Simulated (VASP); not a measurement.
**GaH3: single point with PBE**

Crystal: GaH3.

```xyz
8
Lattice="5.3286 0.0000 0.0000 -2.6643 4.6147 0.0000 0.0000 0.0000 4.1570" Properties=species:S:1:pos:R:3 pbc="T T T"
Ga    2.6643    1.5382    1.0393
Ga    0.0000    3.0765    3.1178
H     0.0000    1.6379    1.0393
H    -1.2459    3.7958    1.0393
H     1.2459    3.7958    1.0393
H     1.4185    0.8189    3.1178
H     3.9102    0.8189    3.1178
H     2.6643    2.9768    3.1178
```

The cell was generated, and may not be a known phase.

```
Program                : VASP 6.6.1
Task                   : single point
Functional             : PBE
Potentials or basis    : VASP PAW PBE potentials, release 64 (Ga_d, H)
Cutoff                 : 520 eV
k mesh                 : 6 × 6 × 4
Occupations            : gaussian, width 0.1 eV
Spin                   : no spin polarisation
Dipole correction      : no
Further INCAR settings : ALGO = Normal; EDIFF = 1e-07; NBANDS = 26
```

```
Pressure               : -12.8 GPa
Largest force          : 0.319 eV/Å
Band gap on the k mesh : zero (bands 16 and 17 overlap by 1.49 eV)
```

Forces in eV/Å, atoms in the order of the input:
```
Ga   0.000  0.000  0.000
Ga   0.000  0.000  0.000
H    0.000  0.319  0.000
H    0.277 -0.160  0.000
H   -0.277 -0.160  0.000
H    0.277  0.160  0.000
H   -0.277  0.160  0.000
H    0.000 -0.319  0.000
```

Stress tensor (GPa, compression positive):
```
-11.69   0.00   0.00
  0.00 -11.69   0.00
  0.00   0.00 -14.96
```

Levels at points of the mesh, in eV from the Fermi level:
```tsv
k point	band 14	band 15	band 16	band 17	band 18	band 19
(0.00, 0.00, 0.00)	-1.43	-1.00	-1.00	-0.76	1.65	2.22
(0.50, 0.00, 0.00)	-2.39	0.30	0.57	0.94	1.75	3.22
(0.00, 0.00, 0.50)	-0.90	-0.30	-0.30	-0.30	-0.30	2.60
(0.50, 0.00, 0.50)	-3.65	-0.92	-0.92	-0.65	-0.65	4.50
```

Run time: 86 s on 1 thread of Oxide Virtual Turin-like Processor, on a shared host, peak memory 0.19 GiB.

Caveat: the k points lie up to 0.38 Å⁻¹ apart, too coarse for converged energies and pressures of a metal.
